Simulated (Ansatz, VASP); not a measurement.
# One calculation of Br, two programs

Contents of POSCAR:

```
Br
1.0
   -1.5334099550      1.5334099550      3.8537637650
    1.5334099550     -1.5334099550      3.8537637650
    1.5334099550      1.5334099550     -3.8537637650
Br
1
Direct
    0.0000000000      0.0000000000      0.0000000000
```

File INCAR.step1:

```
PREC = Accurate
ENCUT = 440
EDIFF = 1E-5
ISMEAR = 0
SIGMA = 0.02
LREAL = False
LASPH = True
NELM = 120
ALGO = Normal
ISIF = 2
LWAVE = True
LCHARG = False
NBANDS = 10
GGA = PE
GGA_COMPAT = False
```

File INCAR.step2:

```
PREC = Accurate
ENCUT = 440
EDIFF = 1E-6
ISMEAR = 0
SIGMA = 0.02
LREAL = False
LASPH = True
NELM = 120
ALGO = Normal
ISIF = 2
LWAVE = False
LCHARG = False
METAGGA = R2SCAN
LHFCALC = True
AEXX = 0.1
LMIXTAU = True
PRECFOCK = Normal
NBANDS = 10
ISTART = 1
GGA_COMPAT = False
```

Contents of KPOINTS:

```
Automatic mesh
0
Gamma
  6 6 6
```

The input input.yaml:

```yaml
crystal:
  lattice: { a: 3.06681991, b: 3.06681991, c: 7.70752753, alpha: 90.0, beta: 90.0, gamma: 90.0 }
  space_group: 139
  reduce_to_primitive: true
  atoms:
    - { symbol: Br, wyckoff: "2a", position: [0.0, 0.0, 0.0] }
hamiltonian:
  xc: r2scanh
  pseudopotentials: { kind: nc, accuracy: standard }
kpoints:
  mp_grid: { grid: [6, 6, 6] }
scf:
  occupations: { method: gaussian, width: 0.02 }
  n_extra_bands: 6
output:
  forces: true
  stress: true
  eigenvalues: true
  dos: { projected: false, de: 0.05 }
```

Change from the starting cell: volume scaled by 1.25.

Alike in both runs: functional r2SCANh; k mesh 6 × 6 × 6; occupations gaussian, width 0.02 eV; no spin polarisation.

|  | VASP | Ansatz |
| --- | --- | --- |
| version | VASP 6.6.1 | Ansatz 0.2.0 |
| potentials or method | VASP PAW PBE potentials, release 64 (Br) | PseudoDojo standard (PBE files) |
| plane-wave cutoff (eV) | 440 | 626 |
| valence electrons in the cell | 7 | 7 |
| task | single point | density of states |

|  | VASP | Ansatz | Ansatz less VASP |
| --- | --- | --- | --- |
| gap on the k mesh at the Fermi level (eV) | none | none | - |
| pressure (GPa) | -4.6 | -4.7 | -0.02 |
| traceless stress, the component that is largest in VASP (GPa) | 4.05 | 4.15 | +0.098 |

VASP's potentials were made for PBE, not for r2SCANh. A gap of «none» marks a metal or a gap that the smearing closes.

The k mesh is coarse, so the values compare programs but aren't converged. Noted on Ansatz's run: the meta-GGA runs on potentials made for a GGA.
